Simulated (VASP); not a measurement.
Input of a VASP 6.6.1 run:

File INCAR:

```
SYSTEM = Be2WN3
PREC = Accurate ; ENCUT = 600
EDIFF = 1E-6 ; ISMEAR = 0
SIGMA = 0.15 ; LREAL = .FALSE.
LASPH = .TRUE. ; NELM = 120
ALGO = Normal ; ISIF = 2
LWAVE = .FALSE. ; LCHARG = .FALSE.
GGA = PE ; NBANDS = 26
GGA_COMPAT = .FALSE.
```

Contents of KPOINTS:

```
Automatic mesh
0
G
  4 4 2
  0 0 0
```

File POSCAR:

```
Be2WN3
1.0
    2.8127448486      0.0000000000      0.0000000000
    0.0000000000      2.8127448486      0.0000000000
    0.0000000000      0.0000000000      6.3944479498
Be W N
2 1 3
Direct
    0.0000000000      0.5000000000      0.6066096482
    0.5000000000      0.0000000000      0.3933903518
    0.0000000000      0.0000000000      0.0000000000
    0.0000000000      0.5000000000      0.3408037366
    0.5000000000      0.0000000000      0.6591962634
    0.5000000000      0.5000000000      0.0000000000
```

Potentials or basis: VASP PAW PBE potentials, release 64 (Be, W_sv, N).

Launch:

```sh
$ cat potpaw_PBE.64/Be/POTCAR potpaw_PBE.64/W_sv/POTCAR potpaw_PBE.64/N/POTCAR > POTCAR
$ mpirun -np 1 vasp_std > vasp.out
```

What does it give for the pressure?

0.1 GPa.

What does it give for the largest force?

0.028 eV/Å.

Estimate the band gap on the k mesh.

zero (an odd number of electrons rules out a gap without spin polarisation).

Forces on the atoms (eV/Å):
```
Be   0.000  0.000  0.028
Be   0.000  0.000 -0.028
W    0.000  0.000  0.000
N    0.000  0.000 -0.017
N    0.000  0.000  0.017
N    0.000  0.000  0.000
```

Caveat: the k points lie up to 0.56 Å⁻¹ apart, too coarse for converged energies and pressures of a metal; spin-orbit coupling is left out, which moves the levels of the heavy elements.
